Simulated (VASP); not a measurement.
# Ti12S in VASP: single point with PBE

Aim: the single point of Ti12S with PBE.

Everything below comes from runs of VASP 6.6.1. Logs are shortened: lines on timing, memory, paths and dates and some standing lists are left out, and cuts for length are marked.

## (1) The cell of the first run

The cell holds a slab with vacuum, 13 atoms: a = 5.876 Å, b = 4.650 Å, c = 21.284 Å, α = 90.00°, β = 90.00°, γ = 90.00°.

## (2) Single point, PBE

INCAR reads:

```
SYSTEM = Ti12S
PREC = Accurate
ENCUT = 520
EDIFF = 1E-7
ISMEAR = 0
SIGMA = 0.1
LREAL = .FALSE.
LASPH = .TRUE.
NELM = 60
ALGO = Normal
ISIF = 2
LWAVE = .FALSE.
LCHARG = .FALSE.
LDIPOL = .TRUE.
IDIPOL = 3
DIPOL = 0.5 0.5 0.341
GGA = PE
NBANDS = 87
```

KPOINTS reads:

```
Automatic mesh
0
G
  5 6 1
  0 0 0
```

POSCAR reads:

```
Ti12S
1.0
    5.8763264169      0.0000000000      0.0000000000
    0.0000000000      4.6504654180      0.0000000000
    0.0000000000      0.0000000000     21.2842241737
Ti S
12 1
Direct
    0.0000000000      0.7500000000      0.1879326194
    0.5000000000      0.7500000000      0.1879326194
    0.2500000000      0.2500000000      0.2277825407
    0.7500000000      0.2500000000      0.2277825407
    0.2500000000      0.7500000000      0.3074823835
    0.7500000000      0.7500000000      0.3074823835
    0.0000000000      0.2500000000      0.3461291986
    0.5000000000      0.2500000000      0.3461291986
    0.0000000000      0.7500000000      0.4220680061
    0.5000000000      0.7500000000      0.4220680061
    0.2500000000      0.2500000000      0.4596937193
    0.7500000000      0.2500000000      0.4596937193
    0.5000000000      0.7500000000      0.5276995065
```

Potentials or basis: VASP PAW PBE potentials, release 64 (Ti_sv, S).

Launch:

```
cat potpaw_PBE.64/Ti_sv/POTCAR potpaw_PBE.64/S/POTCAR > POTCAR
mpirun -np 1 vasp_std > vasp.out
```

OUTCAR:

```text
SYSTEM = Ti12S
   PREC = Accurate
   ENCUT = 520
   EDIFF = 1E-7
   ISMEAR = 0
   LREAL = .FALSE.
   LASPH = .TRUE.
   NELM = 60
   ISIF = 2
   GGA = PE

 ion  position               nearest neighbor table
   1  0.000  0.750  0.188-   3 2.88   4 2.88   3 2.88   4 2.88
   2  0.500  0.750  0.188-   3 2.88   4 2.88   3 2.88   4 2.88
   3  0.250  0.250  0.228-   1 2.88   2 2.88   1 2.88   2 2.88   5 2.88   5 2.88   8 2.92   7 2.92

   4  0.750  0.250  0.228-   1 2.88   2 2.88   1 2.88   2 2.88   6 2.88   6 2.88   8 2.92   7 2.92

   5  0.250  0.750  0.307-   9 2.85  10 2.85   7 2.87   8 2.87   7 2.87   8 2.87   3 2.88   3 2.88

   6  0.750  0.750  0.307-   9 2.85  10 2.85   7 2.87   8 2.87   7 2.87   8 2.87   4 2.88   4 2.88

   7  0.000  0.250  0.346-  11 2.83  12 2.83   9 2.83   9 2.83   5 2.87   5 2.87   6 2.87   6 2.87
                             3 2.92   4 2.92
   8  0.500  0.250  0.346-  11 2.83  12 2.83  10 2.83  10 2.83   5 2.87   5 2.87   6 2.87   6 2.87
                             3 2.92   4 2.92
   9  0.000  0.750  0.422-   7 2.83   7 2.83   5 2.85   6 2.85  12 2.86  11 2.86  11 2.86  12 2.86

  10  0.500  0.750  0.422-  13 2.25   8 2.83   8 2.83   6 2.85   5 2.85  11 2.86  12 2.86  11 2.86
                            12 2.86
  11  0.250  0.250  0.460-   7 2.83   8 2.83   9 2.86  10 2.86   9 2.86  10 2.86
  12  0.750  0.250  0.460-   7 2.83   8 2.83   9 2.86  10 2.86   9 2.86  10 2.86
  13  0.500  0.750  0.528-  10 2.25

  LATTYP: Found a simple orthorhombic cell.
 ALAT       =     4.6504654180
 B/A-ratio  =     1.2635996376
 C/A-ratio  =     4.5767944196

  Lattice vectors:

 A1 = (   0.0000000000,  -4.6504654180,   0.0000000000)
 A2 = (   5.8763264169,   0.0000000000,   0.0000000000)
 A3 = (   0.0000000000,   0.0000000000,  21.2842241737)

Analysis of symmetry for initial positions (statically):
=====================================================================
 Subroutine PRICEL returns:
 Original cell was already a primitive cell.

 Routine SETGRP: Setting up the symmetry group for a
 simple orthorhombic supercell.

 Subroutine GETGRP returns: Found  4 space group operations
 (whereof  2 operations were pure point group operations)
 out of a pool of  8 trial point group operations.

The static configuration has the point symmetry C_1h.
 The point group associated with its full space group is C_2v.

Analysis of symmetry for dynamics (positions and initial velocities):
=====================================================================
 Subroutine PRICEL returns:
 Original cell was already a primitive cell.

 Routine SETGRP: Setting up the symmetry group for a
 simple orthorhombic supercell.

 Subroutine GETGRP returns: Found  4 space group operations
 (whereof  2 operations were pure point group operations)
 out of a pool of  8 trial point group operations.

The dynamic configuration has the point symmetry C_1h.
 The point group associated with its full space group is C_2v.

 Subroutine INISYM returns: Found  4 space group operations
 (whereof  2 operations are pure point group operations),
 and found     1 'primitive' translations

----------------------------------------------------------------------------------------

                                     Primitive cell

  volume of cell :     581.6479

  direct lattice vectors                    reciprocal lattice vectors
     5.876326417  0.000000000  0.000000000     0.170174345  0.000000000  0.000000000
     0.000000000  4.650465418  0.000000000     0.000000000  0.215032241  0.000000000
     0.000000000  0.000000000 21.284224174     0.000000000  0.000000000  0.046983155

  length of vectors
     5.876326417  4.650465418 21.284224174     0.170174345  0.215032241  0.046983155

  position of ions in fractional coordinates (direct lattice)
     0.000000000  0.750000000  0.187932619
     0.500000000  0.750000000  0.187932619
     0.250000000  0.250000000  0.227782541
     0.750000000  0.250000000  0.227782541
     0.250000000  0.750000000  0.307482384
     0.750000000  0.750000000  0.307482384
     0.000000000  0.250000000  0.346129199
     0.500000000  0.250000000  0.346129199
     0.000000000  0.750000000  0.422068006
     0.500000000  0.750000000  0.422068006
     0.250000000  0.250000000  0.459693719
     0.750000000  0.250000000  0.459693719
     0.500000000  0.750000000  0.527699506

  ion indices of the primitive-cell ions
   primitive index   ion index
                 1           1
                 2           2
                 3           3
                 4           4
                 5           5
                 6           6
                 7           7
                 8           8
                 9           9
                10          10
                11          11
                12          12
                13          13

----------------------------------------------------------------------------------------

 KPOINTS: Automatic mesh

Automatic generation of k-mesh.
 Grid dimensions read from file:
 generate k-points for:    5    6    1

 Generating k-lattice:

  Cartesian coordinates                     Fractional coordinates (reciprocal lattice)
     0.034034869  0.000000000  0.000000000     0.200000000  0.000000000  0.000000000
     0.000000000  0.035838707  0.000000000     0.000000000  0.166666667  0.000000000
     0.000000000  0.000000000  0.046983155     0.000000000  0.000000000  1.000000000

  Length of vectors
     0.034034869  0.035838707  0.046983155

  Shift w.r.t. Gamma in fractional coordinates (k-lattice)
     0.000000000  0.000000000  0.000000000

 Subroutine IBZKPT returns following result:
 ===========================================

 Found     12 irreducible k-points:

 Following reciprocal coordinates:
            Coordinates               Weight
  0.000000  0.000000  0.000000      1.000000
  0.200000  0.000000  0.000000      2.000000
  0.400000  0.000000  0.000000      2.000000
  0.000000  0.166667  0.000000      2.000000
  0.200000  0.166667  0.000000      4.000000
  0.400000  0.166667  0.000000      4.000000
  0.000000  0.333333  0.000000      2.000000
  0.200000  0.333333  0.000000      4.000000
  0.400000  0.333333  0.000000      4.000000
  0.000000  0.500000  0.000000      1.000000
  0.200000  0.500000  0.000000      2.000000
  0.400000  0.500000  0.000000      2.000000
   k-points           NKPTS =     12   k-points in BZ     NKDIM =     12   number of bands    NBANDS=     87
   number of dos      NEDOS =    301   number of ions     NIONS =     13
   total plane-waves  NPLWV = 276480
   dimension x,y,z NGX =    48 NGY =   36 NGZ =  160
   dimension x,y,z NGXF=    96 NGYF=   72 NGZF=  320
   ions per type =              12   1
   NGX,Y,Z   is equivalent  to a cutoff of  13.58, 12.87, 12.50 a.u.
   NGXF,Y,Z  is equivalent  to a cutoff of  27.16, 25.74, 24.99 a.u.
 SYSTEM =  Ti12S
   PREC   = accura    normal or accurate (medium, high low for compatibility)
   ISTART =      0    job   : 0-new  1-cont  2-samecut
   ICHARG =      2    charge: 1-file 2-atom 10-const
   ISPIN  =      1    spin polarized calculation?
   LNONCOLLINEAR =      F non collinear calculations
   LSORBIT =      F    spin-orbit coupling
   LASPH  =      T    aspherical Exc in radial PAW
   ENCUT  =  520.0 eV  38.22 Ry    6.18 a.u.  10.93  8.65 39.57*2*pi/ulx,y,z
   NELM   =     60;   NELMIN=  2; NELMDL= -5     # of ELM steps
   EDIFF  = 0.1E-06   stopping-criterion for ELM
   LREAL  =      F    real-space projection
   EDIFFG = 0.1E-05   stopping-criterion for IOM
   NSW    =      0    number of steps for IOM
   IBRION =     -1    ionic relax: 0-MD 1-quasi-New 2-CG
   NFREE  =      0    steps in history (QN), initial steepest desc. (CG)
   ISIF   =      2    stress and relaxation
   ISYM   =      2    0-nonsym 1-usesym 2-fastsym
   POTIM  = 0.5000    time-step for ionic-motion
   TEBEG  =    0.0;   TEEND  =   0.0 temperature during run
   PSTRESS=    0.0 pullay stress
   NELECT =     150.0000    total number of electrons
   NUPDOWN=      -1.0000    fix difference up-down
   EMIN   =  10.00;   EMAX   =-10.00  energy-range for DOS
   EFERMI =   0.00;   METHOD = LEGACY
   ISMEAR =     0;   SIGMA  =   0.10  broadening in eV -4-tet -1-fermi 0-gaus
   EFERMI_NEDOS =   21; number of points for ismear=-14 and -15
   IALGO  =     38    algorithm
   IMIX   =      4    mixing-type and parameters
     AMIX     =   0.40;   BMIX     =  1.00
     AMIX_MAG =   1.60;   BMIX_MAG =  1.00
  volume/ion in A,a.u.               =      44.74       301.93
  Fermi-wavevector in a.u.,A,eV,Ry     =   1.042042  1.969174 14.773905  1.085851
  Thomas-Fermi vector in A             =   2.176690
   LORBIT       =      0    0 simple, 1 ext, 2 COOP (PROOUT), +10 PAW based schemes
   GGA     = PE    functional components
   LHFCALC =     F    Hartree Fock is set to
   AEXX    =    0.0000 exact exchange contribution
   IVDW    =     0    specifies the selected vdW correction
   LEPSILON=     F    determine dielectric tensor
   LRPA    =     F    only Hartree local field effects (RPA)
 non-spin polarized calculation
 Gauss-broadening in eV      SIGMA  =   0.10
  energy-cutoff  :      520.00
  volume of cell :      581.65
 maximum number of plane-waves:     15708
 NGX is ok and might be reduce to    48
   NGX = 21   NGY = 17   NGZ = 79

 dipolmoment           0.000000      0.000000     -0.630870 electrons x Angstroem

 number of electron     150.0000022 magnetization

 dipolmoment           0.000000      0.000000      0.113304 electrons x Angstroem

 Free energy of the ion-electron system (eV)
  ---------------------------------------------------
  ext. energy  EPLUGINS =         0.00000000
  ---------------------------------------------------
  free energy    TOTEN  =       -93.64176876 eV

  energy without entropy =      -93.52498381  energy(sigma->0) =      -93.58337628

 E-fermi :   0.8092     XC(G=0):  -5.3222

 val. band max:        0.8072978873   @ k =   0.0000   0.1667   0.0000
 cond. band min:       0.8131693095   @ k =   0.2000   0.3333   0.0000
 fundamental gap:      0.0058714222
 Fermi energy:         0.8092027058

 k-point     1 :       0.0000    0.0000    0.0000
  band No.  band energies     occupation
      1     -56.2474      2.00000
      2     -56.2299      2.00000
      3     -56.2030      2.00000
      4     -56.1840      2.00000
      5     -56.0125      2.00000
      6     -55.9489      2.00000
[... 79 lines left out ...]
     86       1.7159      0.00000
     87       1.7440      0.00000

 k-point     2 :       0.2000    0.0000    0.0000
  band No.  band energies     occupation
      1     -56.2434      2.00000
      2     -56.2255      2.00000
      3     -56.2071      2.00000
      4     -56.1884      2.00000
      5     -56.0075      2.00000
      6     -55.9568      2.00000
[... 889 lines left out ...]
     86       1.5956      0.00000
     87       1.6546      0.00000

 k-point    12 :       0.4000    0.5000    0.0000
  band No.  band energies     occupation
      1     -56.2284      2.00000
      2     -56.2146      2.00000
      3     -56.2089      2.00000
      4     -56.1971      2.00000
      5     -55.9578      2.00000
      6     -55.9545      2.00000
[... 79 lines left out ...]
     86       1.2639      0.00000
     87       1.4481      0.00000

------------------------ aborting loop because EDIFF is reached ----------------------------------------

 vacuum level on the upper side and lower side of the slab       (xc-potential included)         0.299        -0.467

  FORCE on cell =-STRESS in cart. coord.  units (eV):
  Direction    XX          YY          ZZ          XY          YZ          ZX
  --------------------------------------------------------------------------------------
  -------------------------------------------------------------------------------------
  Total       -4.8966314     -5.6513941     -1.3165694      0.0000000      0.0000000      0.0000000
  in kB      -13.4880088    -15.5670394     -3.6265543      0.0000000      0.0000000      0.0000000
  external PRESSURE =     -10.8938675 kB  Pullay stress =       0.0000000 kB

 VOLUME and BASIS-vectors are now :
 -----------------------------------------------------------------------------
  energy-cutoff  :      520.00
  volume of cell :      581.65
      direct lattice vectors                 reciprocal lattice vectors
     5.876326417  0.000000000  0.000000000     0.170174345  0.000000000  0.000000000
     0.000000000  4.650465418  0.000000000     0.000000000  0.215032241  0.000000000
     0.000000000  0.000000000 21.284224174     0.000000000  0.000000000  0.046983155

 POSITION                                       TOTAL-FORCE (eV/Angst)
 -----------------------------------------------------------------------------------
      0.00000      3.48785      4.00000         0.000000     -0.000000      0.385699
      2.93816      3.48785      4.00000         0.000000     -0.000000      0.340004
      1.46908      1.16262      4.84817         0.056489      0.000000      0.034454
      4.40724      1.16262      4.84817        -0.056489     -0.000000      0.034454
      1.46908      3.48785      6.54452        -0.190726     -0.000000     -0.568069
      4.40724      3.48785      6.54452         0.190726     -0.000000     -0.568069
      0.00000      1.16262      7.36709         0.000000     -0.000000      0.230750
      2.93816      1.16262      7.36709         0.000000     -0.000000     -0.110359
      0.00000      3.48785      8.98339         0.000000     -0.000000     -0.127861
      2.93816      3.48785      8.98339         0.000000     -0.000000      0.244984
      1.46908      1.16262      9.78422        -0.239713     -0.000000      0.050716
      4.40724      1.16262      9.78422         0.239713     -0.000000      0.050716
      2.93816      3.48785     11.23167         0.000000     -0.000000      0.002582
 -----------------------------------------------------------------------------------
    total drift:                                0.000000      0.000000      0.000423

  FREE ENERGIE OF THE ION-ELECTRON SYSTEM (eV)
  ---------------------------------------------------
  free  energy   TOTEN  =       -93.6417687579 eV

  energy  without entropy=      -93.5249838115  energy(sigma->0) =      -93.58337628

 vacuum level on the upper side and lower side of the slab         5.239         4.456
```

Run time: 75 min. Hardware: 1 thread of Intel Xeon 8259CL, shared host; peak memory 0.79 GiB.

What came out:

```yaml
Free_energy: -93.6418 eV
Largest_force: 0.599 eV/Å
Band_gap_on_the_k_mesh: zero (bands 75 and 76 overlap by 0.36 eV)
```

Forces in eV/Å, atoms in the order of the input:
```
Ti   0.000  0.000  0.386
Ti   0.000  0.000  0.340
Ti   0.056  0.000  0.034
Ti  -0.056  0.000  0.034
Ti  -0.191  0.000 -0.568
Ti   0.191  0.000 -0.568
Ti   0.000  0.000  0.231
Ti   0.000  0.000 -0.110
Ti   0.000  0.000 -0.128
Ti   0.000  0.000  0.245
Ti  -0.240  0.000  0.051
Ti   0.240  0.000  0.051
S    0.000  0.000  0.003
```
